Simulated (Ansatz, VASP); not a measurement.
# Ba3Sn: VASP beside Ansatz

```
CELL_PARAMETERS angstrom
4.23605 0.00000 0.00000
0.00000 4.23605 0.00000
0.00000 0.00000 4.23605
ATOMIC_POSITIONS crystal
Sn 0.00000 0.00000 0.00000
Ba 0.00000 0.50000 0.50000
Ba 0.50000 0.00000 0.50000
Ba 0.50000 0.50000 0.00000
```

Change from the starting cell: volume scaled by 0.5, PAW files.

Alike in both runs: task single point; functional LDA; k mesh 6 × 6 × 6; occupations fermi-dirac, width 0.05 eV; no spin polarisation.

|  | VASP | Ansatz |
| --- | --- | --- |
| version | VASP 6.6.1 | Ansatz 0.2.0 |
| potentials or method | VASP PAW LDA potentials, release 64 (Sn_d, Ba_sv) | PAW with Ansatz's default frozen-core files, scalar-relativistic |
| plane-wave cutoff (eV) | 520 | 420 |
| valence electrons in the cell | 44 | 44 |

```csv
,VASP,Ansatz,Ansatz less VASP
pressure (GPa),81.6,69.4,-12.20
```

LDA's correlation is that of Perdew and Zunger in VASP and of Perdew and Wang (1992) in Ansatz. The pressures are high and differ by over a tenth, so treat them with care.

Spin-orbit coupling is off throughout. Noted on VASP's run: the cell as given lies far from equilibrium.
